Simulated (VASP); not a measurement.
# PtSe2 (P-3m1) in VASP: notebook, part 2 of 2

VASP 6.6.1.

**4. Single point, r2SCAN (equal strain along all axes, cell held: -2.0 %, then relaxed in part)**

Input file POSCAR:

```
PtSe2
1.0
    3.6431326341      0.0000000000      0.0000000000
   -1.8215663170      3.1550454105      0.0000000000
    0.0000000000      0.0000000000      5.7054159827
Pt Se
1 2
Direct
    0.0000000000      0.0000000000      0.0000000000
    0.6666666667      0.3333333333      0.7640478329
    0.3333333333      0.6666666667      0.2359521671
```

Input file INCAR.step1:

```
SYSTEM = PtSe2
PREC = Accurate ; ENCUT = 520
ISMEAR = 0 ; SIGMA = 0.02
LREAL = .FALSE. ; LASPH = .TRUE.
NELM = 80 ; NBANDS = 18
GGA = PE ; ALGO = Normal
EDIFF = 1E-4 ; LWAVE = .TRUE.
LCHARG = .FALSE.
```

Input file INCAR.step2:

```
SYSTEM = PtSe2
PREC = Accurate ; ENCUT = 520
EDIFF = 1E-6 ; ISMEAR = 0
SIGMA = 0.02 ; LREAL = .FALSE.
LASPH = .TRUE. ; NELM = 80
ALGO = Normal ; ISIF = 2
LWAVE = .FALSE. ; LCHARG = .FALSE.
METAGGA = R2SCAN ; LMIXTAU = .TRUE.
NBANDS = 18 ; ISTART = 1
```

Input file KPOINTS:

```
regular mesh
0
G
  12 12 6
  0 0 0
```

Potentials or basis: VASP PAW PBE potentials, release 64 (Pt, Se).

Started as:

```bash
$ cat potpaw_PBE.64/Pt/POTCAR potpaw_PBE.64/Se/POTCAR > POTCAR
$ cp INCAR.step1 INCAR
$ mpirun -np 1 vasp_std > vasp.out
$ cp INCAR.step2 INCAR
$ mpirun -np 1 vasp_std > vasp.out
```

OUTCAR:

```text
SYSTEM = PtSe2
   PREC = Accurate
   ENCUT = 520
   EDIFF = 1E-6
   ISMEAR = 0
   LREAL = .FALSE.
   LASPH = .TRUE.
   NELM = 80
   ISIF = 2
   METAGGA = R2SCAN
   ISTART = 1

 ion  position               nearest neighbor table
   1  0.000  0.000  0.000-   2 2.50   3 2.50   3 2.50   2 2.50   2 2.50   3 2.50
   2  0.667  0.333  0.764-   1 2.50   1 2.50   1 2.50
   3  0.333  0.667  0.236-   1 2.50   1 2.50   1 2.50

  LATTYP: Found a hexagonal cell.
 ALAT       =     3.6431326341
 C/A-ratio  =     1.5660741883

  Lattice vectors:

 A1 = (   3.6431326341,   0.0000000000,   0.0000000000)
 A2 = (  -1.8215663170,   3.1550454105,   0.0000000000)
 A3 = (   0.0000000000,   0.0000000000,   5.7054159827)

Analysis of symmetry for initial positions (statically):
=====================================================================
 Subroutine PRICEL returns:
 Original cell was already a primitive cell.

 Routine SETGRP: Setting up the symmetry group for a
 hexagonal supercell.

 Subroutine GETGRP returns: Found 12 space group operations
 (whereof 12 operations were pure point group operations)
 out of a pool of 24 trial point group operations.

The static configuration has the point symmetry D_3d.

Analysis of symmetry for dynamics (positions and initial velocities):
=====================================================================
 Subroutine PRICEL returns:
 Original cell was already a primitive cell.

 Routine SETGRP: Setting up the symmetry group for a
 hexagonal supercell.

 Subroutine GETGRP returns: Found 12 space group operations
 (whereof 12 operations were pure point group operations)
 out of a pool of 24 trial point group operations.

The dynamic configuration has the point symmetry D_3d.

 Subroutine INISYM returns: Found 12 space group operations
 (whereof 12 operations are pure point group operations),
 and found     1 'primitive' translations

----------------------------------------------------------------------------------------

                                     Primitive cell

  volume of cell :      65.5795

  direct lattice vectors                    reciprocal lattice vectors
     3.643132634  0.000000000  0.000000000     0.274489046  0.158476324  0.000000000
    -1.821566317  3.155045411  0.000000000     0.000000000  0.316952649  0.000000000
     0.000000000  0.000000000  5.705415983     0.000000000  0.000000000  0.175272058

  length of vectors
     3.643132634  3.643132634  5.705415983     0.316952649  0.316952649  0.175272058

  position of ions in fractional coordinates (direct lattice)
     0.000000000  0.000000000  0.000000000
     0.666666667  0.333333333  0.764047833
     0.333333333  0.666666667  0.235952167

  ion indices of the primitive-cell ions
   primitive index   ion index
                 1           1
                 2           2
                 3           3

----------------------------------------------------------------------------------------

 KPOINTS: regular mesh

Automatic generation of k-mesh.
 Grid dimensions read from file:
 generate k-points for:   12   12    6

 Generating k-lattice:

  Cartesian coordinates                     Fractional coordinates (reciprocal lattice)
     0.022874087  0.013206360  0.000000000     0.083333333  0.000000000  0.000000000
     0.000000000  0.026412721  0.000000000     0.000000000  0.083333333  0.000000000
     0.000000000  0.000000000  0.029212010     0.000000000  0.000000000  0.166666667

  Length of vectors
     0.026412721  0.026412721  0.029212010

  Shift w.r.t. Gamma in fractional coordinates (k-lattice)
     0.000000000  0.000000000  0.000000000

 Subroutine IBZKPT returns following result:
 ===========================================

 Found    100 irreducible k-points:

 Following reciprocal coordinates:
            Coordinates               Weight
  0.000000  0.000000  0.000000      1.000000
  0.083333 -0.000000  0.000000      6.000000
  0.166667 -0.000000  0.000000      6.000000
  0.250000  0.000000  0.000000      6.000000
  0.333333 -0.000000  0.000000      6.000000
  0.416667 -0.000000  0.000000      6.000000
[... 16 lines left out ...]
  0.166667 -0.000000  0.166667      6.000000
  0.000000  0.166667  0.166667      6.000000
 [... further k-points ...]
   k-points           NKPTS =    100   k-points in BZ     NKDIM =    100   number of bands    NBANDS=     18
   number of dos      NEDOS =    301   number of ions     NIONS =      3
   total plane-waves  NPLWV =  32928
   dimension x,y,z NGX =    28 NGY =   28 NGZ =   42
   dimension x,y,z NGXF=    56 NGYF=   56 NGZF=   84
   ions per type =               1   2
   NGX,Y,Z   is equivalent  to a cutoff of  12.78, 12.78, 12.24 a.u.
   NGXF,Y,Z  is equivalent  to a cutoff of  25.55, 25.55, 24.48 a.u.
 SYSTEM =  PtSe2
   PREC   = accura    normal or accurate (medium, high low for compatibility)
   ISTART =      1    job   : 0-new  1-cont  2-samecut
   ICHARG =      0    charge: 1-file 2-atom 10-const
   ISPIN  =      1    spin polarized calculation?
   LNONCOLLINEAR =      F non collinear calculations
   LSORBIT =      F    spin-orbit coupling
   LASPH  =      T    aspherical Exc in radial PAW
   ENCUT  =  520.0 eV  38.22 Ry    6.18 a.u.   6.77  6.77 10.61*2*pi/ulx,y,z
   NELM   =     80;   NELMIN=  2; NELMDL=  0     # of ELM steps
   EDIFF  = 0.1E-05   stopping-criterion for ELM
   LREAL  =      F    real-space projection
   EDIFFG = 0.1E-04   stopping-criterion for IOM
   NSW    =      0    number of steps for IOM
   IBRION =     -1    ionic relax: 0-MD 1-quasi-New 2-CG
   NFREE  =      0    steps in history (QN), initial steepest desc. (CG)
   ISIF   =      2    stress and relaxation
   ISYM   =      2    0-nonsym 1-usesym 2-fastsym
   POTIM  = 0.5000    time-step for ionic-motion
   TEBEG  =    0.0;   TEEND  =   0.0 temperature during run
   PSTRESS=    0.0 pullay stress
   NELECT =      22.0000    total number of electrons
   NUPDOWN=      -1.0000    fix difference up-down
   EMIN   =  10.00;   EMAX   =-10.00  energy-range for DOS
   EFERMI =   0.00;   METHOD = LEGACY
   ISMEAR =     0;   SIGMA  =   0.02  broadening in eV -4-tet -1-fermi 0-gaus
   EFERMI_NEDOS =   21; number of points for ismear=-14 and -15
   IALGO  =     38    algorithm
   IMIX   =      4    mixing-type and parameters
     AMIX     =   0.40;   BMIX     =  1.00
     AMIX_MAG =   1.60;   BMIX_MAG =  1.00
  volume/ion in A,a.u.               =      21.86       147.52
  Fermi-wavevector in a.u.,A,eV,Ry     =   1.137522  2.149605 17.605340  1.293956
  Thomas-Fermi vector in A             =   2.274227
   LORBIT       =      0    0 simple, 1 ext, 2 COOP (PROOUT), +10 PAW based schemes
   METAGGA = R2SCAN    functional components
   LHFCALC =     F    Hartree Fock is set to
   AEXX    =    0.0000 exact exchange contribution
   IVDW    =     0    specifies the selected vdW correction
   LEPSILON=     F    determine dielectric tensor
   LRPA    =     F    only Hartree local field effects (RPA)
 non-spin polarized calculation
 Gauss-broadening in eV      SIGMA  =   0.02
  energy-cutoff  :      520.00
  volume of cell :       65.58
 maximum number of plane-waves:      1784
   NGX = 13   NGY = 13   NGZ = 21

 number of electron      22.0000000 magnetization

 Free energy of the ion-electron system (eV)
  ---------------------------------------------------
  ext. energy  EPLUGINS =         0.00000000
  ---------------------------------------------------
  free energy    TOTEN  =       -81.45502158 eV

  energy without entropy =      -81.45502158  energy(sigma->0) =      -81.45502158

 E-fermi :   5.2010     XC(G=0): -10.7497

 val. band max:        5.0602513524   @ k =   0.0000   0.0000   0.0000
 cond. band min:       5.5556036821   @ k =   0.0000   0.2500   0.3333
 fundamental gap:      0.4953523297
 Fermi energy:         5.2009959488

 k-point     1 :       0.0000    0.0000    0.0000
  band No.  band energies     occupation
      1     -10.5388      2.00000
      2      -8.3117      2.00000
      3      -1.7789      2.00000
      4      -1.0111      2.00000
      5      -1.0111      2.00000
      6       1.2434      2.00000
[... 10 lines left out ...]
     17      13.5477      0.00000
     18      17.0688      0.00000
[... 466 lines left out ...]
      2      -8.4441      2.00000
      3      -1.4005      2.00000
      4      -0.8438      2.00000
      5      -0.8061      2.00000
      6       0.7041      2.00000
[... 10 lines left out ...]
     17      14.4387      0.00000
     18      14.8309      0.00000

 [... further k-points ...]

------------------------ aborting loop because EDIFF is reached ----------------------------------------

  FORCE on cell =-STRESS in cart. coord.  units (eV):
  Direction    XX          YY          ZZ          XY          YZ          ZX
  --------------------------------------------------------------------------------------
  -------------------------------------------------------------------------------------
  Total        1.9564502      1.9564502      0.4734102      0.0000000     -0.0000000     -0.0000000
  in kB       47.7981924     47.7981924     11.5659227      0.0000000     -0.0000000     -0.0000000
  external PRESSURE =      35.7207692 kB  Pullay stress =       0.0000000 kB

 VOLUME and BASIS-vectors are now :
 -----------------------------------------------------------------------------
  energy-cutoff  :      520.00
  volume of cell :       65.58
      direct lattice vectors                 reciprocal lattice vectors
     3.643132634  0.000000000  0.000000000     0.274489046  0.158476324  0.000000000
    -1.821566317  3.155045411  0.000000000     0.000000000  0.316952649  0.000000000
     0.000000000  0.000000000  5.705415983     0.000000000  0.000000000  0.175272058

 POSITION                                       TOTAL-FORCE (eV/Angst)
 -----------------------------------------------------------------------------------
      0.00000      0.00000      0.00000         0.000000      0.000000      0.000000
      1.82157      1.05168      4.35921        -0.000000      0.000000     -0.022492
     -0.00000      2.10336      1.34621         0.000000      0.000000      0.022492
 -----------------------------------------------------------------------------------
    total drift:                                0.000000     -0.000000      0.000000

  FREE ENERGIE OF THE ION-ELECTRON SYSTEM (eV)
  ---------------------------------------------------
  free  energy   TOTEN  =       -81.4550215762 eV

  energy  without entropy=      -81.4550215762  energy(sigma->0) =      -81.45502158
```

It took 3.2 min on 1 thread of Intel Xeon Platinum 8559C (Emerald Rapids), shared host; peak memory 0.27 GiB.

Results:

```
Free energy            : -81.4550 eV
Pressure               : 3.6 GPa
Largest force          : 0.022 eV/Å
Band gap on the k mesh : 0.50 eV (least direct gap 0.87 eV)
```

Forces on the atoms (eV/Å):
```
Pt   0.000  0.000  0.000
Se   0.000  0.000 -0.022
Se   0.000  0.000  0.022
```

Caveat: the cell differs from its parent crystal (equal strain along all axes, cell held: -2.0 %, then relaxed in part); the cell stands under pressure; the PAW data sets were made with another functional, which shifts forces and pressure a little; spin-orbit coupling is left out, which moves the levels of the heavy elements. A k mesh can miss the band edges.

**5. Single point, r2SCAN (equal strain along all axes, cell held: -1.0 %, then relaxed in part)**

Input file POSCAR:

```
PtSe2
1.0
    3.6803074569      0.0000000000      0.0000000000
   -1.8401537284      3.1872397514      0.0000000000
    0.0000000000      0.0000000000      5.7636345132
Pt Se
1 2
Direct
    0.0000000000      0.0000000000      0.0000000000
    0.6666666667      0.3333333333      0.7694109912
    0.3333333333      0.6666666667      0.2305890088
```

Input file INCAR.step1:

```
SYSTEM = PtSe2
PREC = Accurate
ENCUT = 520
ISMEAR = 0
SIGMA = 0.02
LREAL = .FALSE.
LASPH = .TRUE.
NELM = 60
NBANDS = 18
GGA = PE
ALGO = Normal
EDIFF = 1E-4
LWAVE = .TRUE.
LCHARG = .FALSE.
```

Input file INCAR.step2:

```
SYSTEM = PtSe2
PREC = Accurate
ENCUT = 520
EDIFF = 1E-7
ISMEAR = 0
SIGMA = 0.02
LREAL = .FALSE.
LASPH = .TRUE.
NELM = 60
ALGO = Normal
ISIF = 2
LWAVE = .FALSE.
LCHARG = .TRUE.
METAGGA = R2SCAN
LMIXTAU = .TRUE.
LELF = .TRUE.
LVHAR = .TRUE.
NBANDS = 18
ISTART = 1
```

Input file KPOINTS:

```
Automatic mesh
0
G
  12 12 6
  0 0 0
```

Started as:

```bash
$ cat potpaw_PBE.64/Pt/POTCAR potpaw_PBE.64/Se/POTCAR > POTCAR
$ cp INCAR.step1 INCAR
$ mpirun -np 1 vasp_std > vasp.out
$ cp INCAR.step2 INCAR
$ mpirun -np 1 vasp_std > vasp.out
```

It took 4.3 min on 1 thread of Intel Xeon Platinum 8559C (Emerald Rapids), shared host; peak memory 0.28 GiB.

It converged, with:

```yaml
Free_energy: -81.4873 eV
Pressure: 1.7 GPa
Largest_force: 0.012 eV/Å
Band_gap_on_the_k_mesh: 0.54 eV (least direct gap 0.91 eV)
```

Forces on the atoms (eV/Å):
```
Pt   0.000  0.000  0.000
Se   0.000  0.000 -0.012
Se   0.000  0.000  0.012
```

Stress tensor (GPa, compression positive):
```
2.28 0.00 0.00
0.00 2.28 0.00
0.00 0.00 0.49
```

Levels at points of the mesh, in eV from the valence-band top:
| k point | band 8 | band 9 | band 10 | band 11 | band 12 | band 13 | band 14 | band 15 |
| --- | --- | --- | --- | --- | --- | --- | --- | --- |
| (0.00, 0.00, 0.00) | -2.35 | -0.59 | -0.59 | -0.02 | 2.35 | 2.35 | 4.94 | 5.20 |
| (0.50, 0.00, 0.00) | -3.07 | -2.90 | -2.66 | -2.64 | 1.52 | 2.51 | 5.08 | 6.38 |
| (0.00, 0.00, 0.50) | -2.36 | -1.60 | -0.74 | -0.74 | 2.66 | 2.66 | 5.61 | 6.82 |
| (0.50, 0.00, 0.50) | -3.14 | -2.80 | -2.40 | -1.58 | 1.94 | 2.17 | 4.56 | 5.64 |

Caveat: the cell differs from its parent crystal (equal strain along all axes, cell held: -1.0 %, then relaxed in part); the PAW data sets were made with another functional, which shifts forces and pressure a little; spin-orbit coupling is left out, which moves the levels of the heavy elements.

**6. Single point, r2SCAN**

This run uses another cell than the first one, of 22.54 Å³/atom.

POSCAR is that of step 5.

Input file INCAR.step1:

```
PREC = Accurate
ENCUT = 520
ISMEAR = 0
SIGMA = 0.02
LREAL = False
LASPH = True
NELM = 100
NBANDS = 18
GGA = PE
ALGO = Normal
EDIFF = 1E-4
LWAVE = True
LCHARG = False
```

Input file INCAR.step2:

```
PREC = Accurate
ENCUT = 520
EDIFF = 1E-7
ISMEAR = 0
SIGMA = 0.02
LREAL = False
LASPH = True
NELM = 100
ALGO = Normal
ISIF = 2
LWAVE = False
LCHARG = False
METAGGA = R2SCAN
LMIXTAU = True
NBANDS = 18
ISTART = 1
```

Input file KPOINTS:

```
regular mesh
0
Gamma
  12 12 6
```

Potentials or basis: VASP PAW PBE potentials, release 64 (Pt, Se).

Started as:

```bash
$ cat potpaw_PBE.64/Pt/POTCAR potpaw_PBE.64/Se/POTCAR > POTCAR
$ cp INCAR.step1 INCAR
$ mpirun -np 1 vasp_std > vasp.out
$ cp INCAR.step2 INCAR
$ mpirun -np 1 vasp_std > vasp.out
```

Run time: 5.5 min. Hardware: 1 thread of Intel Xeon Platinum 8559C (Emerald Rapids), shared host; peak memory 0.28 GiB.

Results (log left out):

* Free energy: -81.4873 eV
* Pressure: 1.7 GPa
* Largest force: 0.012 eV/Å
* Band gap on the k mesh: 0.54 eV (least direct gap 0.91 eV)

Forces in eV/Å, atoms in the order of the input:
```
Pt   0.000  0.000  0.000
Se   0.000  0.000 -0.012
Se   0.000  0.000  0.012
```

Stress tensor (GPa, compression positive):
```
2.28 0.00 0.00
0.00 2.28 0.00
0.00 0.00 0.49
```

Levels at points of the mesh, in eV from the valence-band top:
```csv
k point,band 7,band 8,band 9,band 10,band 11,band 12,band 13,band 14,band 15,band 16
"(0.00, 0.00, 0.00)",-3.72,-2.35,-0.59,-0.59,-0.02,2.35,2.35,4.94,5.20,8.42
"(0.50, 0.00, 0.00)",-3.14,-3.07,-2.90,-2.66,-2.64,1.52,2.51,5.08,6.38,7.96
"(0.00, 0.00, 0.50)",-3.73,-2.36,-1.60,-0.74,-0.74,2.66,2.66,5.61,6.82,8.19
"(0.50, 0.00, 0.50)",-3.22,-3.14,-2.80,-2.40,-1.58,1.94,2.17,4.56,5.64,7.41
```

Caveat: the PAW data sets were made with another functional, which shifts forces and pressure a little; spin-orbit coupling is left out, which moves the levels of the heavy elements. A k mesh can miss the band edges.

**7. Overview**

| task | cell | k mesh | cutoff (eV) | smearing | gap on the mesh (eV) | pressure (GPa) | largest force (eV/Å) |
| --- | --- | --- | --- | --- | --- | --- | --- |
| relaxation of cell and atoms | relaxed to 30 GPa from a = 3.589, b = 3.589, c = 4.392 Å, angles 90.0, 90.0, 120.0°, 3 atoms, atomic positions A | 12 × 12 × 10 | 600 | gaussian 0.1 eV | none | 30.0 | - |
| single point | a = 3.606, b = 3.606, c = 5.647 Å, angles 90.0, 90.0, 120.0°, 3 atoms, atomic positions B | 12 × 12 × 6 | 520 | gaussian 0.02 eV | 0.43 | 5.7 | 0.02 |
| single point | a = 3.643, b = 3.643, c = 5.705 Å, angles 90.0, 90.0, 120.0°, 3 atoms, atomic positions C | 12 × 12 × 6 | 520 | gaussian 0.02 eV | 0.50 | 3.6 | 0.02 |
| single point | a = 3.680, b = 3.680, c = 5.764 Å, angles 90.0, 90.0, 120.0°, 3 atoms, atomic positions D | 12 × 12 × 6 | 520 | gaussian 0.02 eV | 0.54 | 1.7 | 0.01 |

Alike in all rows: level r2SCAN; potentials or basis VASP PAW PBE potentials, release 64 (Pt, Se); no spin polarisation.

Caveats: the PAW data sets were made with another functional, which shifts forces and pressure a little; spin-orbit coupling is left out, which moves the levels of the heavy elements; the cell stands under pressure (at least some runs); the cell is relaxed towards a set pressure, so the run minimises the enthalpy, not the energy (at least some runs).

Total energies depend on the potentials used, so only differences within one code and one set of settings carry meaning.
